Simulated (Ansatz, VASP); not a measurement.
# One calculation of BP, two programs

```xyz
2
Lattice="0.0000 2.2431 2.2431 2.2431 0.0000 2.2431 2.2431 2.2431 0.0000" Properties=species:S:1:pos:R:3 pbc="T T T"
B     0.0000    0.0000    0.0000
P     3.3647    3.3647    3.3647
```

Alike in both runs: task single point; functional LDA; k mesh 10 × 10 × 10; occupations fermi-dirac, width 0.05 eV; no spin polarisation.

|  | VASP | Ansatz |
| --- | --- | --- |
| version | VASP 6.6.1 | Ansatz 0.2.0 |
| potentials or method | VASP PAW LDA potentials, release 64 (B, P) | scalar-relativistic, plane waves, PAW |
| plane-wave cutoff (eV) | 500 | 420 |
| valence electrons in the cell | 8 | 8 |

Ansatz gave:

```
gap on the k mesh at the Fermi level (eV) : 1.15
pressure (GPa)                            : 0.5
```

Task: What did VASP give for the same quantities?

Result: gap on the k mesh at the Fermi level (eV): 1.15; pressure (GPa): 0.4.

LDA's correlation is that of Perdew and Zunger in VASP and of Perdew and Wang (1992) in Ansatz.
